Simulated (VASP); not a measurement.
# Al2Si3N (R-3m) in VASP: a series of runs, part 2 of 2

VASP 6.6.1. Earlier steps stand in the parts before.

## (5) Relaxation of cell and atoms, PBE

This run uses another cell than the first one, of 14.45 Å³/atom, 1.138 times its volume.

INCAR

```
SYSTEM = Al2Si3N
PREC     = Accurate       ! precision mode
ENCUT    = 600            ! plane-wave cutoff, eV
EDIFF    = 1E-7           ! SCF threshold, eV
ISMEAR   = 0              ! smearing method
SIGMA    = 0.1            ! smearing width, eV
LREAL    = .FALSE.        ! projectors in reciprocal space
LASPH    = .TRUE.         ! aspherical terms in the spheres
NELM     = 80             ! most SCF steps
ALGO     = Normal         ! electronic algorithm
ISIF     = 3              ! what is computed and relaxed
LWAVE    = .FALSE.        ! write WAVECAR
LCHARG   = .FALSE.        ! write CHGCAR
GGA      = PE             ! functional
IBRION   = 2              ! ionic algorithm
NSW      = 100            ! ionic steps
EDIFFG   = -0.01          ! ionic threshold
LUSENCCL = .FALSE.
```

KPOINTS

```
regular mesh
0
G
  12 12 12
  0 0 0
```

POSCAR

```
Al2Si3N
1.0
    2.8748913791      1.6598193116      3.0282347773
   -2.8748913791      1.6598193116      3.0282347773
    0.0000000000     -3.3196386233      3.0282347773
Al Si N
2 3 1
Direct
    0.8676155993      0.8676155993      0.8676155993
    0.1323844007      0.1323844007      0.1323844007
    0.5000000000      0.0000000000      0.5000000000
    0.5000000000      0.5000000000      0.0000000000
    0.0000000000      0.5000000000      0.5000000000
    0.5000000000      0.5000000000      0.5000000000
```

Launch:

```sh
$ cat potpaw_PBE.64/Al/POTCAR potpaw_PBE.64/Si/POTCAR potpaw_PBE.64/N/POTCAR > POTCAR
$ mpirun -np 1 vasp_std > vasp.out
```

Wall time 72 s (1 × NVIDIA H100 80GB with 1 thread of AMD EPYC 7R13 (Zen 3), shared host); peak memory 1.5 GiB.

It converged, with:

| Item | Value |
| --- | --- |
| Free energy | -28.6427 eV |
| Energy gained by relaxing | 0.0 meV/atom |
| Ionic steps | 2 |
| Pressure after relaxing | 0.0 GPa |

Final structure:
```
Al Si N
1.0
     2.87519    1.65999    3.02733
    -2.87519    1.65999    3.02733
     0.00000   -3.31998    3.02733
Al Si N
2 3 1
Direct
  0.86747 0.86747 0.86747
  0.13253 0.13253 0.13253
  0.50000 0.00000 0.50000
  0.50000 0.50000 0.00000
  0.00000 0.50000 0.50000
  0.50000 0.50000 0.50000
```

Levels at points of the mesh, in eV from the Fermi level:
| k point | band 8 | band 9 | band 10 | band 11 | band 12 | band 13 | band 14 | band 15 |
| --- | --- | --- | --- | --- | --- | --- | --- | --- |
| (0.00, 0.00, 0.00) | -3.30 | -2.73 | -1.51 | -1.51 | 0.59 | 0.59 | 1.31 | 1.31 |
| (0.50, 0.00, 0.00) | -3.05 | -2.71 | -2.42 | -1.79 | -0.17 | 0.20 | 1.95 | 2.47 |
| (0.50, 0.50, 0.00) | -2.74 | -1.97 | -1.12 | -0.76 | 0.27 | 0.64 | 0.75 | 1.67 |
| (0.50, 0.50, 0.50) | -5.46 | -1.84 | -0.20 | -0.20 | -0.18 | 2.21 | 2.21 | 5.32 |

## (6) Single point, PBE

This run uses another cell than the first one, of 14.46 Å³/atom, 1.139 times its volume.

INCAR

```
SYSTEM = Al2Si3N
  PREC = Accurate
  ENCUT = 520
  EDIFF = 1E-7
  ISMEAR = 0
  SIGMA = 0.1
  LREAL = .FALSE.
  LASPH = .TRUE.
  NELM = 80
  ALGO = Normal
  ISIF = 2
  LWAVE = .FALSE.
  LCHARG = .FALSE.
  GGA = PE
  NBANDS = 20
```

KPOINTS is that of step 5.

POSCAR

```
Al2Si3N
1.0
    2.8762863925      1.6606247230      3.0277254333
   -2.8762863925      1.6606247230      3.0277254333
    0.0000000000     -3.3212494460      3.0277254333
Al Si N
2 3 1
Direct
    0.8674937324      0.8674937324      0.8674937324
    0.1325062676      0.1325062676      0.1325062676
    0.5000000000      0.0000000000      0.5000000000
    0.5000000000      0.5000000000      0.0000000000
    0.0000000000      0.5000000000      0.5000000000
    0.5000000000      0.5000000000      0.5000000000
```

Potentials or basis: VASP PAW PBE potentials, release 64 (Al, Si, N).

Launch:

```sh
$ cat potpaw_PBE.64/Al/POTCAR potpaw_PBE.64/Si/POTCAR potpaw_PBE.64/N/POTCAR > POTCAR
$ mpirun -np 1 vasp_std > vasp.out
```

OUTCAR:

```text
SYSTEM = Al2Si3N
   PREC = Accurate
   ENCUT = 520
   EDIFF = 1E-7
   ISMEAR = 0
   LREAL = .FALSE.
   LASPH = .TRUE.
   NELM = 80
   ISIF = 2
   GGA = PE

 ion  position               nearest neighbor table
   1  0.867  0.867  0.867-   2 2.41   3 2.47   5 2.47   4 2.47   4 3.12   4 3.12   3 3.12   5 3.12
                             3 3.12   5 3.12
   2  0.133  0.133  0.133-   1 2.41   3 2.47   5 2.47   4 2.47   4 3.12   4 3.12   3 3.12   5 3.12
                             3 3.12   5 3.12
   3  0.500  0.000  0.500-   6 2.25   6 2.25   1 2.47   2 2.47   5 2.88   5 2.88   4 2.88   4 2.88
                             1 3.12   2 3.12   1 3.12   2 3.12
   4  0.500  0.500  0.000-   6 2.25   6 2.25   1 2.47   2 2.47   5 2.88   3 2.88   3 2.88   5 2.88
                             1 3.12   2 3.12   1 3.12   2 3.12
[... 765 lines left out ...]
  in kB       -0.1274218     -0.1274218     -0.6953787      0.0000000     -0.0000000     -0.0000000
  external PRESSURE =      -0.3167408 kB  Pullay stress =       0.0000000 kB

 VOLUME and BASIS-vectors are now :
 -----------------------------------------------------------------------------
  energy-cutoff  :      520.00
  volume of cell :       86.77
      direct lattice vectors                 reciprocal lattice vectors
     2.876286392  1.660624723  3.027725433     0.173835262  0.100363836  0.110093646
    -2.876286392  1.660624723  3.027725433    -0.173835262  0.100363836  0.110093646
     0.000000000 -3.321249446  3.027725433     0.000000000 -0.200727671  0.110093646

 POSITION                                       TOTAL-FORCE (eV/Angst)
 -----------------------------------------------------------------------------------
      0.00000      0.00000      7.87960        -0.000000     -0.000000     -0.009310
      0.00000      0.00000      1.20358        -0.000000     -0.000000      0.009310
      1.43814     -0.83031      3.02773        -0.000000      0.000000     -0.000000
      0.00000      1.66062      3.02773        -0.000000      0.000000     -0.000000
     -1.43814     -0.83031      3.02773         0.000000      0.000000     -0.000000
      0.00000      0.00000      4.54159         0.000000      0.000000     -0.000000
 -----------------------------------------------------------------------------------
    total drift:                               -0.000000     -0.000000      0.000000

  FREE ENERGIE OF THE ION-ELECTRON SYSTEM (eV)
  ---------------------------------------------------
  free  energy   TOTEN  =       -28.6407715361 eV

  energy  without entropy=      -28.6288352136  energy(sigma->0) =      -28.63480337
```

OSZICAR:

```text
N       E                     dE             d eps       ncg     rms          rms(c)
DAV:   1     0.480687053689E+02    0.48069E+02   -0.90980E+03  7560   0.952E+02
DAV:   2    -0.248314475954E+02   -0.72900E+02   -0.69531E+02  9768   0.152E+02
DAV:   3    -0.298365540717E+02   -0.50051E+01   -0.49370E+01  9716   0.378E+01
DAV:   4    -0.298977282211E+02   -0.61174E-01   -0.61053E-01  9516   0.476E+00
DAV:   5    -0.298983435635E+02   -0.61534E-03   -0.61528E-03  9336   0.495E-01    0.808E+00
DAV:   6    -0.288842445648E+02    0.10141E+01   -0.74492E+00 10192   0.179E+01    0.491E+00
DAV:   7    -0.286641092044E+02    0.22014E+00   -0.17551E+00  9252   0.694E+00    0.253E+00
DAV:   8    -0.286508005028E+02    0.13309E-01   -0.36067E-01  8960   0.314E+00    0.673E-01
DAV:   9    -0.286406610331E+02    0.10139E-01   -0.36950E-02 10600   0.108E+00    0.241E-01
DAV:  10    -0.286407953540E+02   -0.13432E-03   -0.69541E-03  8276   0.473E-01    0.104E-01
DAV:  11    -0.286407764639E+02    0.18890E-04   -0.19709E-04  9236   0.770E-02    0.386E-02
DAV:  12    -0.286407724901E+02    0.39738E-05   -0.32932E-05  8948   0.310E-02    0.700E-03
DAV:  13    -0.286407716784E+02    0.81175E-06   -0.26863E-06  8912   0.859E-03    0.306E-03
DAV:  14    -0.286407715691E+02    0.10925E-06   -0.23576E-07  6416   0.300E-03    0.559E-04
DAV:  15    -0.286407715361E+02    0.32971E-07   -0.42714E-08  4808   0.116E-03
   1 F= -.28640772E+02 E0= -.28634803E+02  d E =-.119363E-01
```

It took 3.5 min on 1 thread of Intel Xeon Platinum 8488C (Sapphire Rapids), shared host; peak memory 0.41 GiB.

What came out:

```
Free energy   : -28.6408 eV
Pressure      : 0.0 GPa
Largest force : 0.009 eV/Å
```

Forces on the atoms (eV/Å):
```
Al   0.000  0.000 -0.009
Al   0.000  0.000  0.009
Si   0.000  0.000  0.000
Si   0.000  0.000  0.000
Si   0.000  0.000  0.000
N    0.000  0.000  0.000
```

## (7) The runs side by side

| task | cell | k mesh | cutoff (eV) | gap on the mesh (eV) | pressure (GPa) | relaxed volume (Å³/atom) | largest force (eV/Å) |
| --- | --- | --- | --- | --- | --- | --- | --- |
| single point | a = 4.902 Å, angles 56.3°, 6 atoms | 6 × 6 × 6 | 520 | none | 12.5 | - | 0.44 |
| single point | a = 4.493 Å, angles 79.6°, 6 atoms | 6 × 6 × 6 | 520 | none | -0.1 | - | 0.01 |
| relaxation of cell and atoms | relaxed from a = 4.902 Å, angles 56.3°, 6 atoms | 6 × 6 × 6 | 600 | none | -0.1 | 14.36 | 0.02 |
| relaxation of cell and atoms | relaxed from a = 4.493 Å, angles 79.6°, 6 atoms | 12 × 12 × 12 | 600 | none | 0.0 | 14.45 | - |
| single point | a = 4.494 Å, angles 79.6°, 6 atoms | 12 × 12 × 12 | 520 | none | 0.0 | - | 0.01 |

Alike in all rows: level PBE; potentials or basis VASP PAW PBE potentials, release 64 (Al, Si, N); no spin polarisation; smearing gaussian 0.1 eV.

Absolute energies hang on the potentials; compare differences alone.
